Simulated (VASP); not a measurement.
# Ge7H2 in VASP: a series of runs, part 2 of 2

VASP 6.6.1. Earlier steps stand in the parts before.

### Step 3. Single point, PBE

Input file INCAR:

```
ALGO = Normal
EDIFF = 1E-6
ENCUT = 410
GGA = PE
GGA_COMPAT = F
ISIF = 2
ISMEAR = 0
LASPH = T
LCHARG = F
LREAL = F
LWAVE = F
NBANDS = 115
NELM = 120
PREC = Accurate
SIGMA = 0.05
```

Input file KPOINTS:

```
k-points
0
Gamma
  1 1 8
```

Input file POSCAR:

```
Ge7H2
1.0
   23.7000000000      0.0000000000      0.0000000000
    0.0000000000     10.0000000000      0.0000000000
    0.0000000000      0.0000000000      7.0016715644
Ge H
14 4
Direct
    0.7529728621      0.4654581413      0.3387980722
    0.5853258685      0.4671918123      0.3326289520
    0.6701472731      0.4648432247      0.8334423638
    0.4146741315      0.4671918123      0.3326289520
    0.5000000000      0.4647259672      0.8344794736
    0.2470271379      0.4654581413      0.3387980722
    0.3298527269      0.4648432247      0.8334423638
    0.6701472731      0.5351567753      0.1665576362
    0.7529728621      0.5345418587      0.6612019278
    0.5000000000      0.5352740328      0.1655205264
    0.5853258685      0.5328081877      0.6673710480
    0.3298527269      0.5351567753      0.1665576362
    0.4146741315      0.5328081877      0.6673710480
    0.2470271379      0.5345418587      0.6612019278
    0.8084723408      0.5040327797      0.2314509834
    0.1915276592      0.5040327797      0.2314509834
    0.8084723408      0.4959672203      0.7685490166
    0.1915276592      0.4959672203      0.7685490166
```

Potentials or basis: VASP PAW PBE potentials, release 64 (Ge_d, H).

Command:

```sh
$ cat potpaw_PBE.64/Ge_d/POTCAR potpaw_PBE.64/H/POTCAR > POTCAR
$ mpirun -np 1 vasp_std > vasp.out
```

OUTCAR:

```text
EDIFF = 1E-6
   ENCUT = 410
   GGA = PE
   ISIF = 2
   ISMEAR = 0
   LASPH = T
   LREAL = F
   NELM = 120
   PREC = Accurate

 ion  position               nearest neighbor table
   1  0.753  0.465  0.339-  15 1.56   9 2.36   8 2.41
   2  0.585  0.467  0.333-   8 2.42  10 2.43  11 2.43
   3  0.670  0.465  0.833-   9 2.41  11 2.42   8 2.44
   4  0.415  0.467  0.333-  12 2.42  10 2.43  13 2.43
   5  0.500  0.465  0.834-  10 2.42  11 2.43  13 2.43
   6  0.247  0.465  0.339-  16 1.56  14 2.36  12 2.41
   7  0.330  0.465  0.833-  14 2.41  13 2.42  12 2.44
   8  0.670  0.535  0.167-   1 2.41   2 2.42   3 2.44
   9  0.753  0.535  0.661-  17 1.56   1 2.36   3 2.41
  10  0.500  0.535  0.166-   5 2.42   4 2.43   2 2.43
  11  0.585  0.533  0.667-   3 2.42   5 2.43   2 2.43
  12  0.330  0.535  0.167-   6 2.41   4 2.42   7 2.44
  13  0.415  0.533  0.667-   7 2.42   5 2.43   4 2.43
  14  0.247  0.535  0.661-  18 1.56   6 2.36   7 2.41
  15  0.808  0.504  0.231-   1 1.56
  16  0.192  0.504  0.231-   6 1.56
  17  0.808  0.496  0.769-   9 1.56
  18  0.192  0.496  0.769-  14 1.56

  LATTYP: Found a simple orthorhombic cell.
 ALAT       =     7.0016715644
 B/A-ratio  =     1.4282303744
 C/A-ratio  =     3.3849059874

  Lattice vectors:

 A1 = (   0.0000000000,   0.0000000000,  -7.0016715644)
 A2 = (   0.0000000000,  10.0000000000,   0.0000000000)
 A3 = (  23.7000000000,   0.0000000000,   0.0000000000)

Analysis of symmetry for initial positions (statically):
=====================================================================
 Subroutine PRICEL returns:
 Original cell was already a primitive cell.

 Routine SETGRP: Setting up the symmetry group for a
 simple orthorhombic supercell.

 Subroutine GETGRP returns: Found  4 space group operations
 (whereof  4 operations were pure point group operations)
[... 150 lines left out ...]
  Fermi-wavevector in a.u.,A,eV,Ry     =   0.808664  1.528153  8.897360  0.653938
  Thomas-Fermi vector in A             =   1.917511
   LORBIT       =      0    0 simple, 1 ext, 2 COOP (PROOUT), +10 PAW based schemes
   GGA     = PE    functional components
   LHFCALC =     F    Hartree Fock is set to
   AEXX    =    0.0000 exact exchange contribution
   IVDW    =     0    specifies the selected vdW correction
   LEPSILON=     F    determine dielectric tensor
   LRPA    =     F    only Hartree local field effects (RPA)
 non-spin polarized calculation
 Gauss-broadening in eV      SIGMA  =   0.05
  energy-cutoff  :      410.00
  volume of cell :     1659.40
 maximum number of plane-waves:     31329
 NGX is ok and might be reduce to   160
   NGX = 79   NGY = 33   NGZ = 23

 number of electron     199.9999933 magnetization

 Free energy of the ion-electron system (eV)
  ---------------------------------------------------
  ext. energy  EPLUGINS =         0.00000000
  ---------------------------------------------------
  free energy    TOTEN  =       -68.39544028 eV

  energy without entropy =      -68.39544028  energy(sigma->0) =      -68.39544028

 E-fermi :  -2.7160     XC(G=0):  -3.0743

 val. band max:       -2.9439187997   @ k =   0.0000   0.0000   0.0000
 cond. band min:      -2.4205196316   @ k =   0.0000   0.0000   0.0000
 fundamental gap:      0.5233991682
 Fermi energy:        -2.7160010201

 k-point     1 :       0.0000    0.0000    0.0000
  band No.  band energies     occupation
      1     -27.2416      2.00000
      2     -27.2381      2.00000
      3     -27.2280      2.00000
      4     -27.2251      2.00000
      5     -27.2145      2.00000
      6     -27.2118      2.00000
[... 564 lines left out ...]
    111      -0.0910      0.00000
    112      -0.0576      0.00000
 [bands above 112 left out]

------------------------ aborting loop because EDIFF is reached ----------------------------------------

  FORCE on cell =-STRESS in cart. coord.  units (eV):
  Direction    XX          YY          ZZ          XY          YZ          ZX
  --------------------------------------------------------------------------------------
  -------------------------------------------------------------------------------------
  Total       -1.0979840     -0.8319870     -1.0067448      0.0000000      0.0110053      0.0000000
  in kB       -1.0601236     -0.8032987     -0.9720305      0.0000000      0.0106258      0.0000000
  external PRESSURE =      -0.9451509 kB  Pullay stress =       0.0000000 kB

 VOLUME and BASIS-vectors are now :
 -----------------------------------------------------------------------------
  energy-cutoff  :      410.00
  volume of cell :     1659.40
      direct lattice vectors                 reciprocal lattice vectors
    23.700000000  0.000000000  0.000000000     0.042194093  0.000000000  0.000000000
     0.000000000 10.000000000  0.000000000     0.000000000  0.100000000  0.000000000
     0.000000000  0.000000000  7.001671564     0.000000000  0.000000000  0.142823037

 POSITION                                       TOTAL-FORCE (eV/Angst)
 -----------------------------------------------------------------------------------
     17.84546      4.65458      2.37215         0.020605      0.000815     -0.006892
     13.87222      4.67192      2.32896        -0.002911     -0.002797     -0.000966
     15.88249      4.64843      5.83549         0.003101     -0.004790     -0.001467
      9.82778      4.67192      2.32896         0.002911     -0.002797     -0.000966
     11.85000      4.64726      5.84275         0.000000     -0.006514     -0.000659
      5.85454      4.65458      2.37215        -0.020605      0.000815     -0.006892
[... 10 lines left out ...]
     19.16079      4.95967      5.38113        -0.023490      0.006954     -0.012726
      4.53921      4.95967      5.38113         0.023490      0.006954     -0.012726
 -----------------------------------------------------------------------------------
    total drift:                                0.000000     -0.000000      0.000000

  FREE ENERGIE OF THE ION-ELECTRON SYSTEM (eV)
  ---------------------------------------------------
  free  energy   TOTEN  =       -68.3954402828 eV

  energy  without entropy=      -68.3954402828  energy(sigma->0) =      -68.39544028
```

OSZICAR:

```text
N       E                     dE             d eps       ncg     rms          rms(c)
DAV:   1     0.171330100890E+04    0.17133E+04   -0.89667E+04  1278   0.196E+03
DAV:   2     0.207884475940E+03   -0.15054E+04   -0.14777E+04  1550   0.449E+02
DAV:   3    -0.503914315656E+02   -0.25828E+03   -0.25522E+03  1657   0.192E+02
[... 16 lines left out ...]
DAV:  20    -0.683953639128E+02   -0.10250E-03   -0.65359E-06  1065   0.206E-02    0.155E-03
DAV:  21    -0.683954077617E+02   -0.43849E-04   -0.22261E-06   848   0.320E-02    0.977E-04
DAV:  22    -0.683954332066E+02   -0.25445E-04   -0.12917E-06   819   0.146E-02    0.648E-04
DAV:  23    -0.683954395812E+02   -0.63746E-05   -0.77823E-07   816   0.145E-02    0.291E-04
DAV:  24    -0.683954402828E+02   -0.70164E-06   -0.28788E-07   740   0.486E-03
   1 F= -.68395440E+02 E0= -.68395440E+02  d E =-.333635E-11
```

Run time: 52 min. Hardware: 1 thread of AMD EPYC 9755, shared host; peak memory 1.2 GiB.

What came out:

```yaml
Free_energy: -68.3954 eV
Largest_force: 0.028 eV/Å
Band_gap_on_the_k_mesh: 0.52 eV
```

Forces in eV/Å, atoms in the order of the input:
```
Ge   0.021  0.001 -0.007
Ge  -0.003 -0.003 -0.001
Ge   0.003 -0.005 -0.001
Ge   0.003 -0.003 -0.001
Ge   0.000 -0.007 -0.001
Ge  -0.021  0.001 -0.007
Ge  -0.003 -0.005 -0.001
Ge   0.003  0.005  0.001
Ge   0.021 -0.001  0.007
Ge   0.000  0.007  0.001
Ge  -0.003  0.003  0.001
Ge  -0.003  0.005  0.001
Ge   0.003  0.003  0.001
Ge  -0.021 -0.001  0.007
H   -0.023 -0.007  0.013
H    0.023 -0.007  0.013
H   -0.023  0.007 -0.013
H    0.023  0.007 -0.013
```
